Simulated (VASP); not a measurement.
The system is Zr2SiC2.

```
CELL_PARAMETERS angstrom
-1.95605 2.48915 3.83878
1.95605 -2.48915 3.83878
1.95605 2.48915 -3.83878
ATOMIC_POSITIONS crystal
Zr 0.73316 0.50000 0.23316
Zr 0.26684 0.50000 0.76684
Si 0.00000 0.00000 0.00000
C 0.29846 0.79846 0.50000
C 0.70154 0.20154 0.50000
```

The cell was generated, and may not be a known phase.

* Program: VASP 6.6.1
* Task: relaxation of cell and atoms
* Functional: PBE
* Potentials or basis: VASP PAW PBE potentials, release 64 (Zr_sv, Si, C)
* Cutoff: 600 eV
* k mesh: 6 × 6 × 6
* Occupations: gaussian, width 0.1 eV
* Spin: no spin polarisation

At the start: pressure 12.2 GPa; volume 14.95 Å³/atom.

How do energy, volume and symmetry change on relaxing?

Over 29 steps the energy falls by 1866.6 meV/atom and the volume is 12.86 Å³/atom (-14.0 %); space group Immm (No. 71, to 0.1 Å) before and after.

The path:
```csv
step,energy change (eV),largest force (eV/Å),pressure (GPa),volume (Å³)
1,0.0000,1.4592,12.20,74.76
2,-4.2956,2.5137,-20.30,84.68
3,-4.3925,2.5048,-21.82,85.45
4,-8.2545,0.9596,-11.03,67.19
5,-8.3192,1.1498,-8.17,65.48
6,-8.3308,1.2399,-6.62,64.63
7,-8.8418,0.8884,4.29,60.25
8,-8.9013,0.7280,12.22,58.23
9,-9.1466,0.3166,8.32,59.60
10,-9.1916,0.0929,7.18,61.10
11,-9.2069,0.1341,7.18,60.62
12,-9.2523,0.3686,-2.03,63.21
13,-9.2571,0.2860,0.04,62.57
14,-9.2653,0.3427,0.19,62.68
15,-9.2816,0.4293,0.63,62.99
16,-9.2598,0.8976,2.20,63.62
17,-9.2835,0.4471,0.82,63.11
18,-9.2879,0.4522,0.74,63.21
19,-9.3006,0.4341,0.56,63.53
20,-9.3173,0.4052,0.44,64.16
21,-9.3175,0.4711,0.51,64.40
22,-9.3180,0.4381,0.45,64.28
23,-9.3259,0.2836,-0.01,64.39
24,-9.3308,0.0705,-0.69,64.56
25,-9.3308,0.0576,-0.74,64.57
26,-9.3318,0.0557,-0.13,64.38
27,-9.3319,0.0555,0.19,64.28
28,-9.3323,0.0450,0.15,64.29
29,-9.3328,0.0268,0.03,64.32
```

Final structure:
```
Zr Si C
1.0
    -1.67290    3.66033    2.62588
     1.67290   -3.66033    2.62588
     1.67290    3.66033   -2.62588
Zr Si C
2 1 2
Direct
  0.70503 0.50000 0.20503
  0.29497 0.50000 0.79497
  0.00000 0.00000 0.00000
  0.35088 0.85088 0.50000
  0.64912 0.14912 0.50000
```
